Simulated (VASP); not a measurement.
Wanted: the native input for a VASP 6.6.1 run.

| Property | Result |
| --- | --- |
| Task | single point |
| Functional | PBE |
| Potentials or basis | VASP PAW PBE potentials, release 64 (Ga_d, P) |
| Cutoff | 520 eV |
| k mesh | 8 × 6 × 10 |
| Occupations | gaussian, width 0.1 eV |
| Spin | no spin polarisation |
| Dipole correction | no |
| Further INCAR settings | ALGO = Normal; EDIFF = 1e-07; NBANDS = 40 |

The structure of Ga2P lies in POSCAR:

```
Ga2P
1.0
    5.1590394471      0.0000000000      0.0000000000
    0.0000000000      6.2776785164      0.0000000000
    0.0000000000      0.0000000000      3.7311477680
Ga P
4 2
Direct
    0.1987736324      0.3784595582      0.0000000000
    0.8012263676      0.6215404418      0.0000000000
    0.6987736324      0.1215404418      0.5000000000
    0.3012263676      0.8784595582      0.5000000000
    0.0000000000      0.0000000000      0.0000000000
    0.5000000000      0.5000000000      0.5000000000
```

One way to write it, as run:

INCAR

```
SYSTEM = Ga2P
ALGO = Normal ; EDIFF = 1E-7
ENCUT = 520 ; GGA = PE
ISIF = 2 ; ISMEAR = 0
LASPH = .TRUE. ; LCHARG = .FALSE.
LREAL = .FALSE. ; LWAVE = .FALSE.
NBANDS = 40 ; NELM = 100
PREC = Accurate ; SIGMA = 0.1
```

KPOINTS

```
k-points
0
G
  8 6 10
  0 0 0
```

Potentials or basis: VASP PAW PBE potentials, release 64 (Ga_d, P).

Run with:

```sh
$ cat potpaw_PBE.64/Ga_d/POTCAR potpaw_PBE.64/P/POTCAR > POTCAR
$ mpirun -np 1 vasp_std > vasp.out
```

Results of the run:

| Item | Value |
| --- | --- |
| Pressure | 0.1 GPa |
| Band gap on the k mesh | zero (bands 31 and 32 overlap by 2.25 eV) |

Wall time 5.5 min on 1 thread of AMD EPYC 9R45 96-Core Processor (Zen 5), with other jobs on the host, peak memory 0.49 GiB.
